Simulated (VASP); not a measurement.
A run of VASP 6.6.1:

Contents of INCAR:

```
PREC     = Accurate       # precision mode
ENCUT    = 520            # plane-wave cutoff, eV
EDIFF    = 1E-7           # SCF threshold, eV
ISMEAR   = -1             # smearing method
SIGMA    = 0.08           # smearing width, eV
LREAL    = False          # projectors in reciprocal space
LASPH    = True           # aspherical terms in the spheres
NELM     = 80             # most SCF steps
ALGO     = Normal         # electronic algorithm
ISIF     = 2              # what is computed and relaxed
LWAVE    = False          # write WAVECAR
LCHARG   = False          # write CHGCAR
GGA      = PS             # functional
NBANDS   = 13             # bands
```

File KPOINTS:

```
Automatic mesh
0
Gamma
  11 11 11
```

File POSCAR:

```
Se
1.0
    0.0000000000      2.7356750739      2.7356750739
    2.7356750739      0.0000000000      2.7356750739
    2.7356750739      2.7356750739      0.0000000000
Se
2
Direct
   -0.1250000000     -0.1250000000     -0.1250000000
    0.1250000000      0.1250000000      0.1250000000
```

Potentials or basis: VASP PAW PBE potentials, release 64 (Se).

The run is started by

```sh
$ cat potpaw_PBE.64/Se/POTCAR > POTCAR
$ mpirun -np 1 vasp_std > vasp.out
```

Hardware: 1 thread of Intel(R) Xeon(R) Platinum 8259CL CPU @ 2.50GHz (Skylake/Cascade Lake), with other jobs on the host.

**Question.** How long does it take, and how much memory?

**Answer.** Run time: 25 s on 1 thread of Intel(R) Xeon(R) Platinum 8259CL CPU @ 2.50GHz (Skylake/Cascade Lake) (shared host), peak memory 0.17 GiB. Counts: scf iterations 12, k points 56.
